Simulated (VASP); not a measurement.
A run of VASP 6.6.1 is set up as follows.

INCAR

```
SYSTEM = Zn3SnO
ALGO = Normal ; EDIFF = 1E-6
ENCUT = 520 ; GGA = PE
ISIF = 2 ; ISMEAR = 0
LASPH = .True. ; LCHARG = .False.
LREAL = .False. ; LWAVE = .False.
NBANDS = 36 ; NELM = 60
PREC = Accurate ; SIGMA = 0.05
```

Contents of KPOINTS:

```
k-points
0
Gamma
  4 4 4
  0 0 0
```

POSCAR

```
Zn3SnO
1.0
    4.3340958959      0.0000000000      0.0000000000
    0.0000000000      4.3340958959      0.0000000000
    0.0000000000      0.0000000000      4.3340958959
Sn O Zn
1 1 3
Direct
    0.0000000000      0.0000000000      0.0000000000
    0.5000000000      0.5000000000      0.5000000000
    0.5000000000      0.5000000000      0.0000000000
    0.5000000000      0.0000000000      0.5000000000
    0.0000000000      0.5000000000      0.5000000000
```

Potentials or basis: VASP PAW PBE potentials, release 64 (Sn_d, O, Zn).

The run is started by

```console
$ cat potpaw_PBE.64/Sn_d/POTCAR potpaw_PBE.64/O/POTCAR potpaw_PBE.64/Zn/POTCAR > POTCAR
$ mpirun -np 1 vasp_std > vasp.out
```

Problem. Estimate the pressure.

Solution. 1.6 GPa.

Problem. What does it give for the band gap on the k mesh?

Solution. Zero (band 28 reaches 5.03 eV, above the bottom of band 29 at 4.23 eV).

Caveat: the k points lie up to 0.36 Å⁻¹ apart; spin-orbit coupling is left out, which moves the levels of the heavy elements.
